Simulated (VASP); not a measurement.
Crystal: WC.

```
W C
1.0
     0.00000    2.22154    2.22154
     2.22154    0.00000    2.22154
     2.22154    2.22154    0.00000
W C
1 1
Direct
  0.00000 0.00000 0.00000
  0.50000 0.50000 0.50000
```

Program: VASP 6.6.1. Alike in all runs: task single point; no spin polarisation; cell as given; k mesh 10 × 10 × 10; cutoff (eV) 520; smearing fermi-dirac 0.05 eV.

Question: Order these runs on this cell by their pressure, lowest first.
A. level LDA; potentials or basis VASP PAW LDA potentials, release 64 (W_sv, C)
B. level PBEsol; potentials or basis VASP PAW PBE potentials, release 64 (W_sv, C)
C. level r2SCAN; potentials or basis VASP PAW PBE potentials, release 64 (W_sv, C)
D. level PBE; potentials or basis VASP PAW PBE potentials, release 64 (W_sv, C)

Answer: A (-26.3 GPa), B (-21.8 GPa), C (-16.9 GPa), D (-13.7 GPa).

Caveats: the PAW data sets were made with another functional, which shifts forces and pressure a little (some runs).
